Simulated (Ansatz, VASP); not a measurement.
# CsI in VASP and in Ansatz

```
CELL_PARAMETERS angstrom
4.59694 0.00000 0.00000
0.00000 4.59694 0.00000
0.00000 0.00000 4.59694
ATOMIC_POSITIONS crystal
Cs 0.00000 0.00000 0.00000
I 0.50000 0.50000 0.50000
```

Change from the starting cell: volume scaled by 1.02.

Alike in both runs: task single point; functional LDA; k mesh 7 × 7 × 7; occupations fermi-dirac, width 0.01 eV; no spin polarisation.

```csv
,VASP,Ansatz
version,VASP 6.6.1,Ansatz 0.2.0
potentials or method,"VASP PAW LDA potentials, release 64 (Cs_sv, I), cutoff 500 eV","all-electron LAPW, scalar-relativistic"
```

Ansatz gave:

```
gap on the k mesh at the Fermi level (eV) : 3.49
pressure (GPa)                            : -1.6
```

**Question.** Which values does VASP return?

**Answer.** gap on the k mesh at the Fermi level (eV): 3.50; pressure (GPa): -1.5.

LDA's correlation is that of Perdew and Zunger in VASP and of Perdew and Wang (1992) in Ansatz. Ansatz ran all-electron here, and VASP with PAW potentials.

Spin-orbit coupling is off throughout.
